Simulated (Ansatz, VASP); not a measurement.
**SiF: VASP beside Ansatz**

```xyz
2
Lattice="1.3386 0.7728 3.9763 -1.3386 0.7728 3.9763 0.0000 -1.5457 3.9763" Properties=species:S:1:pos:R:3 pbc="T T T"
Si    0.0000    0.0000    5.9644
F     0.0000    0.0000    0.0000
```

Alike in both runs: task single point; functional PBE; k mesh 10 × 10 × 10; occupations fermi-dirac, width 0.05 eV; no spin polarisation.

|  | VASP | Ansatz |
| --- | --- | --- |
| version | VASP 6.6.1 | Ansatz 0.2.0 |
| potentials or method | VASP PAW PBE potentials, release 64 (Si, F) | Ansatz PAW |
| plane-wave cutoff (eV) | 520 | 420 |
| valence electrons in the cell | 11 | 11 |

```csv
,VASP,Ansatz,Ansatz less VASP
gap on the k mesh at the Fermi level (eV),none,none,-
pressure (GPa),-2.6,-2.4,+0.19
"traceless stress, the component that is largest in VASP (GPa)",-4.19,-4.23,-0.045
```

A gap of «none» marks a metal or a gap that the smearing closes.
